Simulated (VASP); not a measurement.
# Al4P (I4/mmm) in VASP: relaxation of cell and atoms with PBE

Aim: the relaxation of cell and atoms of Al4P with PBE.

Everything below comes from runs of VASP 6.6.1. Logs are shortened: lines on timing, memory, paths and dates and some standing lists are left out, and cuts for length are marked.

### 1 The cell of the first run

Symmetry: I4/mmm, No. 139, tetragonal system. Conventional cell: a = 3.691 Å, b = 3.691 Å, c = 13.264 Å, α = 90.00°, β = 90.00°, γ = 90.00°. Within 3.4 Å of Al (site symmetry -4m2) lie 8 Al at 2.61 to 2.75 Å. Al (site symmetry 4mm) has 5 Al at 2.55 to 2.75 Å and 4 P at 2.91 Å within 3.4 Å. P (site symmetry 4/mmm) has 16 Al at 2.91 to 3.79 Å and 4 P at 3.69 Å within 3.8 Å.

The cell was generated, and may not be a known phase.

### 2 Relaxation of cell and atoms, PBE

INCAR

```
PREC = Accurate ; ENCUT = 600
EDIFF = 1E-6 ; ISMEAR = 0
SIGMA = 0.1 ; LREAL = False
LASPH = True ; NELM = 80
ALGO = Normal ; ISIF = 3
LWAVE = False ; LCHARG = False
GGA = PE ; IBRION = 2
NSW = 100 ; EDIFFG = -0.01
```

KPOINTS

```
Automatic mesh
0
Gamma
  14 14 14
```

POSCAR

```
Al4P
1.0
   -1.8455069607      1.8455069607      6.6320280289
    1.8455069607     -1.8455069607      6.6320280289
    1.8455069607      1.8455069607     -6.6320280289
Al P
4 1
Direct
    0.7500000000      0.2500000000      0.5000000000
    0.5962868624      0.5962868624      0.0000000000
    0.4037131376      0.4037131376      0.0000000000
    0.2500000000      0.7500000000      0.5000000000
    0.0000000000      0.0000000000      0.0000000000
```

Potentials or basis: VASP PAW PBE potentials, release 64 (Al, P).

On the command line:

```sh
$ cat potpaw_PBE.64/Al/POTCAR potpaw_PBE.64/P/POTCAR > POTCAR
$ mpirun -np 1 vasp_std > vasp.out
```

OUTCAR:

```text
PREC = Accurate
   ENCUT = 600
   EDIFF = 1E-6
   ISMEAR = 0
   LREAL = False
   LASPH = True
   NELM = 80
   ISIF = 3
   GGA = PE
   IBRION = 2
   NSW = 100
   EDIFFG = -0.01

 ion  position               nearest neighbor table
   1  0.750  0.250  0.500-   4 2.61   4 2.61   4 2.61   4 2.61   3 2.75   2 2.75   2 2.75   3 2.75

   2  0.596  0.596  0.000-   3 2.55   1 2.75   4 2.75   1 2.75   4 2.75   5 2.91   5 2.91   5 2.91
                             5 2.91
   3  0.404  0.404  0.000-   2 2.55   1 2.75   4 2.75   4 2.75   1 2.75   5 2.91   5 2.91   5 2.91
                             5 2.91
   4  0.250  0.750  0.500-   1 2.61   1 2.61   1 2.61   1 2.61   3 2.75   2 2.75   2 2.75   3 2.75

   5  0.000  0.000  0.000-   2 2.91   2 2.91   2 2.91   3 2.91   2 2.91   3 2.91   3 2.91   3 2.91

  LATTYP: Found a body centered tetragonal cell.
 ALAT       =     3.6910139214
 C/A-ratio  =     3.5936077025

  Lattice vectors:

 A1 = (  -1.8455069607,   1.8455069607,   6.6320280289)
 A2 = (   1.8455069607,  -1.8455069607,   6.6320280289)
 A3 = (   1.8455069607,   1.8455069607,  -6.6320280289)

Analysis of symmetry for initial positions (statically):
=====================================================================
 Subroutine PRICEL returns:
 Original cell was already a primitive cell.

 Routine SETGRP: Setting up the symmetry group for a
 body centered tetragonal supercell.

 Subroutine GETGRP returns: Found 16 space group operations
 (whereof 16 operations were pure point group operations)
 out of a pool of 16 trial point group operations.

The static configuration has the point symmetry D_4h.

Analysis of symmetry for dynamics (positions and initial velocities):
=====================================================================
 Subroutine PRICEL returns:
 Original cell was already a primitive cell.

 Routine SETGRP: Setting up the symmetry group for a
 body centered tetragonal supercell.

 Subroutine GETGRP returns: Found 16 space group operations
 (whereof 16 operations were pure point group operations)
 out of a pool of 16 trial point group operations.

The dynamic configuration has the point symmetry D_4h.

 Subroutine INISYM returns: Found 16 space group operations
 (whereof 16 operations are pure point group operations),
 and found     1 'primitive' translations

----------------------------------------------------------------------------------------

                                     Primitive cell

  volume of cell :      90.3520

  direct lattice vectors                    reciprocal lattice vectors
    -1.845506961  1.845506961  6.632028029     0.000000000  0.270928266  0.075391720
     1.845506961 -1.845506961  6.632028029     0.270928266  0.000000000  0.075391720
     1.845506961  1.845506961 -6.632028029     0.270928266  0.270928266  0.000000000

  length of vectors
     7.127102333  7.127102333  7.127102333     0.281222397  0.281222397  0.383150428

  position of ions in fractional coordinates (direct lattice)
     0.750000000  0.250000000  0.500000000
     0.596286862  0.596286862  0.000000000
     0.403713138  0.403713138  0.000000000
     0.250000000  0.750000000  0.500000000
     0.000000000  0.000000000  0.000000000

  ion indices of the primitive-cell ions
   primitive index   ion index
                 1           1
                 2           2
                 3           3
                 4           4
                 5           5

----------------------------------------------------------------------------------------

 KPOINTS: Automatic mesh

Automatic generation of k-mesh.
 Grid dimensions read from file:
 generate k-points for:   14   14   14

 Generating k-lattice:

  Cartesian coordinates                     Fractional coordinates (reciprocal lattice)
     0.000000000  0.019352019  0.005385123     0.071428571  0.000000000  0.000000000
     0.019352019  0.000000000  0.005385123     0.000000000  0.071428571  0.000000000
     0.019352019  0.019352019  0.000000000     0.000000000  0.000000000  0.071428571

  Length of vectors
     0.020087314  0.020087314  0.027367888

  Shift w.r.t. Gamma in fractional coordinates (k-lattice)
     0.000000000  0.000000000  0.000000000

 Subroutine IBZKPT returns following result:
 ===========================================

 Found    244 irreducible k-points:

 Following reciprocal coordinates:
            Coordinates               Weight
  0.000000  0.000000  0.000000      1.000000
  0.071429  0.000000 -0.000000      8.000000
  0.142857  0.000000 -0.000000      8.000000
  0.214286  0.000000 -0.000000      8.000000
  0.285714  0.000000 -0.000000      8.000000
  0.357143  0.000000 -0.000000      8.000000
[... 16 lines left out ...]
  0.214286  0.142857 -0.000000     16.000000
  0.285714  0.142857 -0.000000     16.000000
 [... further k-points ...]
   k-points           NKPTS =    244   k-points in BZ     NKDIM =    244   number of bands    NBANDS=     12
   number of dos      NEDOS =    301   number of ions     NIONS =      5
   total plane-waves  NPLWV = 216000
   dimension x,y,z NGX =    60 NGY =   60 NGZ =   60
   dimension x,y,z NGXF=   120 NGYF=  120 NGZF=  120
   ions per type =               4   1
   NGX,Y,Z   is equivalent  to a cutoff of  14.00, 14.00, 14.00 a.u.
   NGXF,Y,Z  is equivalent  to a cutoff of  27.99, 27.99, 27.99 a.u.
 SYSTEM =  unknown system
   PREC   = accura    normal or accurate (medium, high low for compatibility)
   ISTART =      0    job   : 0-new  1-cont  2-samecut
   ICHARG =      2    charge: 1-file 2-atom 10-const
   ISPIN  =      1    spin polarized calculation?
   LNONCOLLINEAR =      F non collinear calculations
   LSORBIT =      F    spin-orbit coupling
   LASPH  =      T    aspherical Exc in radial PAW
   ENCUT  =  600.0 eV  44.10 Ry    6.64 a.u.  14.23 14.23 14.23*2*pi/ulx,y,z
   NELM   =     80;   NELMIN=  2; NELMDL= -5     # of ELM steps
   EDIFF  = 0.1E-05   stopping-criterion for ELM
   LREAL  =      F    real-space projection
   EDIFFG = -.1E-01   stopping-criterion for IOM
   NSW    =    100    number of steps for IOM
   IBRION =      2    ionic relax: 0-MD 1-quasi-New 2-CG
   NFREE  =      1    steps in history (QN), initial steepest desc. (CG)
   ISIF   =      3    stress and relaxation
   ISYM   =      2    0-nonsym 1-usesym 2-fastsym
   POTIM  = 0.5000    time-step for ionic-motion
   TEBEG  =    0.0;   TEEND  =   0.0 temperature during run
   PSTRESS=    0.0 pullay stress
   NELECT =      17.0000    total number of electrons
   NUPDOWN=      -1.0000    fix difference up-down
   EMIN   =  10.00;   EMAX   =-10.00  energy-range for DOS
   EFERMI =   0.00;   METHOD = LEGACY
   ISMEAR =     0;   SIGMA  =   0.10  broadening in eV -4-tet -1-fermi 0-gaus
   EFERMI_NEDOS =   21; number of points for ismear=-14 and -15
   IALGO  =     38    algorithm
   IMIX   =      4    mixing-type and parameters
     AMIX     =   0.40;   BMIX     =  1.00
     AMIX_MAG =   1.60;   BMIX_MAG =  1.00
  volume/ion in A,a.u.               =      18.07       121.95
  Fermi-wavevector in a.u.,A,eV,Ry     =   0.938092  1.772736 11.973342  0.880016
  Thomas-Fermi vector in A             =   2.065268
   LORBIT       =      0    0 simple, 1 ext, 2 COOP (PROOUT), +10 PAW based schemes
   GGA     = PE    functional components
   LHFCALC =     F    Hartree Fock is set to
   AEXX    =    0.0000 exact exchange contribution
   IVDW    =     0    specifies the selected vdW correction
   LEPSILON=     F    determine dielectric tensor
   LRPA    =     F    only Hartree local field effects (RPA)
 conjugate gradient relaxation of ions
 non-spin polarized calculation
 Gauss-broadening in eV      SIGMA  =   0.10
  energy-cutoff  :      600.00
  volume of cell :       90.35
 maximum number of plane-waves:      3074
 NGX is ok and might be reduce to    60
   NGX = 29   NGY = 29   NGZ = 29

--------------------------------------- Ionic step        1  -------------------------------------------

 number of electron      17.0000000 magnetization

 Free energy of the ion-electron system (eV)
  ---------------------------------------------------
  ext. energy  EPLUGINS =         0.00000000
  ---------------------------------------------------
  free energy    TOTEN  =       -18.94108423 eV

  energy without entropy =      -18.92782392  energy(sigma->0) =      -18.93445408

------------------------ aborting loop because EDIFF is reached ----------------------------------------

  FORCE on cell =-STRESS in cart. coord.  units (eV):
  Direction    XX          YY          ZZ          XY          YZ          ZX
  --------------------------------------------------------------------------------------
  -------------------------------------------------------------------------------------
  Total       -0.4181626     -0.4181626      0.8496858      0.0000000      0.0000000      0.0000000
  in kB       -7.4151184     -7.4151184     15.0671530      0.0000000      0.0000000      0.0000000
  external PRESSURE =       0.0789721 kB  Pullay stress =       0.0000000 kB
[... 98 lines left out ...]
  FREE ENERGIE OF THE ION-ELECTRON SYSTEM (eV)
  ---------------------------------------------------
  free  energy   TOTEN  =       -18.9700517773 eV

  energy  without entropy=      -18.9549316577  energy(sigma->0) =      -18.96249172

[... ionic steps 4 to 7 ...]

--------------------------------------- Ionic step        8  -------------------------------------------

 number of electron      17.0000000 magnetization

------------------------ aborting loop because EDIFF is reached ----------------------------------------
[... 73 lines left out ...]
--------------------------------------- Ionic step       10  -------------------------------------------

 number of electron      17.0000000 magnetization

 Free energy of the ion-electron system (eV)
  ---------------------------------------------------
  ext. energy  EPLUGINS =         0.00000000
  ---------------------------------------------------
  free energy    TOTEN  =       -18.98107201 eV

  energy without entropy =      -18.96654315  energy(sigma->0) =      -18.97380758

 E-fermi :   6.7300     XC(G=0):  -9.9126

 val. band max:        6.7266834924   @ k =  -0.2857   0.5000   0.1429
 cond. band min:       6.7308481045   @ k =  -0.1429   0.0714   0.0000
 fundamental gap:      0.0041646121
 Fermi energy:         6.7299969107

 k-point     1 :       0.0000    0.0000    0.0000
  band No.  band energies     occupation
      1      -5.1084      2.00000
      2      -2.5720      2.00000
      3      -0.1708      2.00000
      4       5.3242      2.00000
      5       5.4642      2.00000
      6       5.4642      2.00000
      7       5.7996      2.00000
      8       6.9183      0.00773
      9       6.9183      0.00773
     10       8.2913      0.00000
     11       9.1683      0.00000
     12       9.5569      0.00000
[... 331 lines left out ...]
 k-point    24 :       0.2857    0.1429   -0.0000
  band No.  band energies     occupation
      1      -4.1042      2.00000
      2      -1.7734      2.00000
      3       0.8891      2.00000
      4       1.9175      2.00000
      5       2.9657      2.00000
      6       4.3363      2.00000
      7       5.6686      2.00000
      8       6.1371      2.00000
      9       6.8167      0.22020
     10       8.7032      0.00000
     11       9.0597      0.00000
     12       9.8366      0.00000

 [... further k-points ...]

------------------------ aborting loop because EDIFF is reached ----------------------------------------

  FORCE on cell =-STRESS in cart. coord.  units (eV):
  Direction    XX          YY          ZZ          XY          YZ          ZX
  --------------------------------------------------------------------------------------
  -------------------------------------------------------------------------------------
  Total       -0.0109669     -0.0109669     -0.0435220      0.0000000      0.0000000      0.0000000
  in kB       -0.1942573     -0.1942573     -0.7709052      0.0000000      0.0000000      0.0000000
  external PRESSURE =      -0.3864733 kB  Pullay stress =       0.0000000 kB
[... 20 lines left out ...]
  FREE ENERGIE OF THE ION-ELECTRON SYSTEM (eV)
  ---------------------------------------------------
  free  energy   TOTEN  =       -18.9810720053 eV

  energy  without entropy=      -18.9665431469  energy(sigma->0) =      -18.97380758

 reached required accuracy - stopping structural energy minimisation
```

Run time: 88 min. Hardware: 1 thread of Intel Xeon Platinum 8488C (Sapphire Rapids), shared host; peak memory 0.71 GiB.

What came out:

- Free energy: -18.9811 eV
- Relaxed volume: 18.09 Å³/atom
- Relaxed cell: a = 7.488 Å, b = 7.488 Å, c = 7.488 Å, α = 152.32°, β = 152.32°, γ = 39.55°
- Space group after relaxing (to 0.1 Å): I4/mmm (No. 139)
- Energy gained by relaxing: 8.0 meV/atom
- Ionic steps: 10
- Pressure after relaxing: 0.0 GPa
- Largest force after relaxing: 0.010 eV/Å

Forces on the atoms (eV/Å):
```
Al   0.000  0.000  0.000
Al   0.000  0.000 -0.010
Al   0.000  0.000  0.010
Al   0.000  0.000  0.000
P    0.000  0.000  0.000
```

The path:
| step | energy change (eV) | largest force (eV/Å) | pressure (GPa) | volume (Å³) |
| --- | --- | --- | --- | --- |
| 1 | 0.0000 | 0.1297 | 0.01 | 90.35 |
| 2 | -0.0105 | 0.1143 | -0.04 | 90.36 |
| 3 | -0.0290 | 0.0781 | -0.04 | 90.33 |
| 4 | -0.0307 | 0.0311 | 0.43 | 90.03 |
| 5 | -0.0382 | 0.0479 | 0.05 | 90.25 |
| 6 | -0.0384 | 0.0358 | 0.23 | 90.13 |
| 7 | -0.0398 | 0.0420 | 0.13 | 90.20 |
| 8 | -0.0397 | 0.0411 | 0.14 | 90.19 |
| 9 | -0.0398 | 0.0165 | -0.19 | 90.67 |
| 10 | -0.0400 | 0.0100 | -0.04 | 90.45 |

Final structure:
```
Al P
1.0
    -1.79136    1.79136    7.04678
     1.79136   -1.79136    7.04678
     1.79136    1.79136   -7.04678
Al P
4 1
Direct
  0.75000 0.25000 0.50000
  0.59252 0.59252 0.00000
  0.40748 0.40748 0.00000
  0.25000 0.75000 0.50000
  0.00000 0.00000 0.00000
```

Levels at points of the mesh, in eV from the Fermi level:
```
           k point  band 5  band 6  band 7  band 8  band 9  band 10  band 11  band 12
(0.00, 0.00, 0.00)   -1.27   -1.27   -0.93    0.19    0.19     1.56     2.44     2.83
(0.50, 0.00, 0.00)   -3.50   -3.07   -0.16    0.05    0.90     2.29     2.69     3.37
(0.50, 0.50, 0.00)   -4.72   -4.10   -3.32   -3.05   -1.69    -1.22     0.61     0.86
(0.50, 0.50, 0.50)   -1.40   -1.40   -0.72    0.65    0.65     2.11     2.31     2.92
```

Caveat: the highest band is partly filled, so the run has too few bands.
